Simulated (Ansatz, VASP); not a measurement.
# Ta3Cu in VASP and in Ansatz

```xyz
4
Lattice="-2.0065 2.0065 4.2082 2.0065 -2.0065 4.2082 2.0065 2.0065 -4.2082" Properties=species:S:1:pos:R:3 pbc="T T T"
Ta    0.0000    0.0000    4.2082
Ta    2.0065    0.0000    2.1041
Ta    0.0000    2.0065    2.1041
Cu    0.0000    0.0000    0.0000
```

Alike in both runs: task single point; functional PBE; k mesh 9 × 9 × 9; occupations gaussian, width 0.1 eV; no spin polarisation.

|  | VASP | Ansatz |
| --- | --- | --- |
| version | VASP 6.6.1 | Ansatz 0.2.0 |
| potentials or method | VASP PAW PBE potentials, release 64 (Ta, Cu) | Ansatz PAW |
| plane-wave cutoff (eV) | 500 | 420 |
| valence electrons in the cell | 26 | 58 |

VASP gave:

- gap on the k mesh at the Fermi level (eV): none
- pressure (GPa): -1.1
- traceless stress, the component that is largest in VASP (GPa): -0.17

Problem. Which values does Ansatz return?

Solution. gap on the k mesh at the Fermi level (eV): none; pressure (GPa): 0.5; traceless stress, the component that is largest in VASP (GPa): -0.20.

A gap of «none» marks a metal or a gap that the smearing closes. VASP's potentials hold 26 valence electrons a cell and Ansatz's 58, so a difference there can come from the potentials and not from the codes.

Neither program's run includes spin-orbit coupling.
